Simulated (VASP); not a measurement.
# Tc in VASP: further runs, part 3 of 3

VASP 6.6.1. Earlier steps stand in the parts before.

### 4 Electric field gradients, PBEsol (equal xx and yy strain of -2 %)

Input file INCAR:

```
PREC = Accurate
ENCUT = 520
EDIFF = 1E-8
ISMEAR = -1
SIGMA = 0.03
LREAL = F
LASPH = T
NELM = 60
ALGO = Normal
ISIF = 2
LWAVE = F
LCHARG = F
GGA = PS
LEFG = T
NBANDS = 12
```

Input file KPOINTS:

```
Automatic mesh
0
Gamma
  18 18 18
```

Input file POSCAR:

```
Tc
1.0
    0.0000000000      1.9110000000      1.9500000000
    1.9110000000      0.0000000000      1.9500000000
    1.9110000000      1.9110000000      0.0000000000
Tc
1
Direct
    0.0000000000      0.0000000000      0.0000000000
```

Potentials or basis: VASP PAW PBE potentials, release 64 (Tc_pv).

Launch:

```console
> cat potpaw_PBE.64/Tc_pv/POTCAR > POTCAR
> mpirun -np 1 vasp_std > vasp.out
```

OUTCAR:

```text
PREC = Accurate
   ENCUT = 520
   EDIFF = 1E-8
   ISMEAR = -1
   LREAL = F
   LASPH = T
   NELM = 60
   ISIF = 2
   GGA = PS

 ion  position               nearest neighbor table
   1  0.000  0.000  0.000-

  LATTYP: Found a body centered tetragonal cell.
 ALAT       =     2.7025621177
 C/A-ratio  =     1.4430750636

  Lattice vectors:

 A1 = (  -1.9110000000,   0.0000000000,   1.9500000000)
 A2 = (   1.9110000000,   0.0000000000,   1.9500000000)
 A3 = (   0.0000000000,   1.9110000000,  -1.9500000000)

Analysis of symmetry for initial positions (statically):
=====================================================================
 Subroutine PRICEL returns:
 Original cell was already a primitive cell.

 Routine SETGRP: Setting up the symmetry group for a
 body centered tetragonal supercell.

 Subroutine GETGRP returns: Found 16 space group operations
 (whereof 16 operations were pure point group operations)
 out of a pool of 16 trial point group operations.

The static configuration has the point symmetry D_4h.

Analysis of symmetry for dynamics (positions and initial velocities):
=====================================================================
 Subroutine PRICEL returns:
 Original cell was already a primitive cell.

 Routine SETGRP: Setting up the symmetry group for a
 body centered tetragonal supercell.

 Subroutine GETGRP returns: Found 16 space group operations
 (whereof 16 operations were pure point group operations)
 out of a pool of 16 trial point group operations.

The dynamic configuration has the point symmetry D_4h.

 Subroutine INISYM returns: Found 16 space group operations
 (whereof 16 operations are pure point group operations),
 and found     1 'primitive' translations

----------------------------------------------------------------------------------------

                                     Primitive cell

  volume of cell :      14.2425

  direct lattice vectors                    reciprocal lattice vectors
     0.000000000  1.911000000  1.950000000    -0.261643119  0.261643119  0.256410256
     1.911000000  0.000000000  1.950000000     0.261643119 -0.261643119  0.256410256
     1.911000000  1.911000000  0.000000000     0.261643119  0.261643119 -0.256410256

  length of vectors
     2.730278557  2.730278557  2.702562118     0.450178257  0.450178257  0.450178257

  position of ions in fractional coordinates (direct lattice)
     0.000000000  0.000000000  0.000000000

  ion indices of the primitive-cell ions
   primitive index   ion index
                 1           1

----------------------------------------------------------------------------------------

 KPOINTS: Automatic mesh

Automatic generation of k-mesh.
 Grid dimensions read from file:
 generate k-points for:   18   18   18

 Generating k-lattice:

  Cartesian coordinates                     Fractional coordinates (reciprocal lattice)
    -0.014535729  0.014535729  0.014245014     0.055555556 -0.000000000  0.000000000
[... 65 lines left out ...]
   ISIF   =      2    stress and relaxation
   ISYM   =      2    0-nonsym 1-usesym 2-fastsym
   POTIM  = 0.5000    time-step for ionic-motion
   TEBEG  =    0.0;   TEEND  =   0.0 temperature during run
   PSTRESS=    0.0 pullay stress
   NELECT =      13.0000    total number of electrons
   NUPDOWN=      -1.0000    fix difference up-down
   EMIN   =  10.00;   EMAX   =-10.00  energy-range for DOS
   EFERMI =   0.00;   METHOD = LEGACY
   ISMEAR =    -1;   SIGMA  =   0.03  broadening in eV -4-tet -1-fermi 0-gaus
   EFERMI_NEDOS =   21; number of points for ismear=-14 and -15
   IALGO  =     38    algorithm
   IMIX   =      4    mixing-type and parameters
     AMIX     =   0.40;   BMIX     =  1.00
     AMIX_MAG =   1.60;   BMIX_MAG =  1.00
  volume/ion in A,a.u.               =      14.24        96.11
  Fermi-wavevector in a.u.,A,eV,Ry     =   1.588037  3.000955 34.312010  2.521862
  Thomas-Fermi vector in A             =   2.687102
   LORBIT       =      0    0 simple, 1 ext, 2 COOP (PROOUT), +10 PAW based schemes
   GGA     = PS    functional components
   LHFCALC =     F    Hartree Fock is set to
   AEXX    =    0.0000 exact exchange contribution
   IVDW    =     0    specifies the selected vdW correction
   LEPSILON=     F    determine dielectric tensor
   LRPA    =     F    only Hartree local field effects (RPA)
 non-spin polarized calculation
  energy-cutoff  :      520.00
  volume of cell :       14.24
 maximum number of plane-waves:       394
   NGX = 11   NGY = 11   NGZ =  9

 number of electron      12.9999997 magnetization

 Free energy of the ion-electron system (eV)
  ---------------------------------------------------
  ext. energy  EPLUGINS =         0.00000000
  ---------------------------------------------------
  free energy    TOTEN  =       -11.18810315 eV

  energy without entropy =      -11.18496054  energy(sigma->0) =      -11.18653185

 E-fermi :  12.7719     XC(G=0): -13.9729

 val. band max:       12.7658302949   @ k =   0.5000   0.0000   0.3333
 cond. band min:      12.7739074048   @ k =  -0.4444   0.0556   0.3889
 fundamental gap:      0.0080771100
 Fermi energy:        12.7718769255

 k-point     1 :       0.0000    0.0000    0.0000
  band No.  band energies     occupation
      1     -25.5041      2.00000
      2     -25.4927      2.00000
      3     -25.4927      2.00000
      4       5.1956      2.00000
      5      10.7903      2.00000
      6      11.0519      2.00000
      7      11.0519      2.00000
      8      13.4494      0.00000
      9      13.7884      0.00000
     10      26.7936      0.00000
     11      31.9428      0.00000
     12      32.6416      0.00000
[... 331 lines left out ...]
 k-point    24 :      -0.2222    0.0556    0.0000
  band No.  band energies     occupation
      1     -26.1446      2.00000
      2     -25.6324      2.00000
      3     -25.5518      2.00000
      4       7.1435      2.00000
      5      10.3443      2.00000
      6      11.2709      2.00000
      7      11.5935      2.00000
      8      13.3526      0.00000
      9      14.1378      0.00000
     10      27.5311      0.00000
     11      29.9458      0.00000
     12      34.8042      0.00000

 [... further k-points ...]
[... 5 lines left out ...]
  --------------------------------------------------------------------------------------
  -------------------------------------------------------------------------------------
  Total       -0.2545865     -0.2545865     -0.6735618      0.0000000      0.0000000      0.0000000
  in kB      -28.6391456    -28.6391456    -75.7708322      0.0000000      0.0000000      0.0000000
  external PRESSURE =     -44.3497078 kB  Pullay stress =       0.0000000 kB

 VOLUME and BASIS-vectors are now :
 -----------------------------------------------------------------------------
  energy-cutoff  :      520.00
  volume of cell :       14.24
      direct lattice vectors                 reciprocal lattice vectors
     0.000000000  1.911000000  1.950000000    -0.261643119  0.261643119  0.256410256
     1.911000000  0.000000000  1.950000000     0.261643119 -0.261643119  0.256410256
     1.911000000  1.911000000  0.000000000     0.261643119  0.261643119 -0.256410256

 POSITION                                       TOTAL-FORCE (eV/Angst)
 -----------------------------------------------------------------------------------
      0.00000      0.00000      0.00000         0.000000     -0.000000      0.000000
 -----------------------------------------------------------------------------------
    total drift:                                0.000000     -0.000000     -0.000000

  FREE ENERGIE OF THE ION-ELECTRON SYSTEM (eV)
  ---------------------------------------------------
  free  energy   TOTEN  =       -11.1881031539 eV

  energy  without entropy=      -11.1849605383  energy(sigma->0) =      -11.18653185

 Electric field gradients (V/A^2)
---------------------------------------------------------------------
 ion       V_xx      V_yy      V_zz      V_xy      V_xz      V_yz
---------------------------------------------------------------------
   1       1.618     1.618    -3.237    -0.000    -0.001    -0.001
---------------------------------------------------------------------

 Electric field gradients after diagonalization (V/A^2)
 (convention: |V_zz| > |V_xx| > |V_yy|)
----------------------------------------------------------------------
 ion       V_xx      V_yy      V_zz     asymmetry (V_yy - V_xx)/ V_zz
----------------------------------------------------------------------
   1       1.619     1.618    -3.237       0.000
----------------------------------------------------------------------

           NMR quadrupolar parameters

 Cq : quadrupolar parameter    Cq=e*Q*V_zz/h
 eta: asymmetry parameters     (V_yy - V_xx)/ V_zz
 Q  : nuclear electric quadrupole moment in mb (millibarn)
----------------------------------------------------------------------
 ion       Cq(MHz)       eta       Q (mb)
----------------------------------------------------------------------
   1      -0.008       0.000       1.000
----------------------------------------------------------------------
```

stdout:

```text
POSCAR found type information on POSCAR Tc
 POSCAR found :  1 types and       1 ions
 scaLAPACK will be used
 -----------------------------------------------------------------------------
|                                                                             |
|                                                                             |
|     You enforced a specific xc type in the INCAR file but a different       |
|     I HOPE YOU KNOW WHAT YOU ARE DOING!                                     |
|                                                                             |
 -----------------------------------------------------------------------------

 LDA part: xc-table for (Slater+PW92), standard interpolation
 POSCAR, INCAR and KPOINTS ok, starting setup
 FFT: planning ... GRIDC
 FFT: planning ... GRID_SOFT
 FFT: planning ... GRID
 WAVECAR not read
 entering main loop
ion   1
```

Wall time 24 s (1 thread of Intel Xeon 6975P-C (Granite Rapids), shared host); peak memory 0.19 GiB.

Results:

```yaml
Free_energy: -11.1881 eV
Pressure: -4.4 GPa
```

Stress tensor (GPa, compression positive):
```
-2.86  0.00  0.00
 0.00 -2.86  0.00
 0.00  0.00 -7.58
```

Levels at points of the mesh, in eV from the Fermi level:
| k point | band 5 | band 6 | band 7 | band 8 | band 9 | band 10 |
| --- | --- | --- | --- | --- | --- | --- |
| (0.00, 0.00, 0.00) | -1.98 | -1.72 | -1.72 | 0.68 | 1.02 | 14.02 |
| (0.50, 0.00, 0.00) | -2.12 | -1.85 | 1.26 | 2.86 | 3.00 | 10.92 |
| (0.50, 0.50, 0.00) | -5.38 | 2.89 | 3.51 | 3.51 | 3.62 | 13.32 |
| (0.50, 0.00, 0.50) | -5.41 | 2.86 | 3.40 | 3.65 | 4.05 | 12.83 |

Electric field gradients, principal values (V/Å²):
```
atom  least  middle  greatest (by size)
1 Tc  1.618   1.619              -3.237
```

Caveat: the cell differs from its parent crystal (equal xx and yy strain of -2 %); without QUAD_EFG the Cq values of the log hold for a quadrupole moment of 1 mb, not for the nuclei; the PAW data sets were made with another functional, which shifts forces and pressure a little.
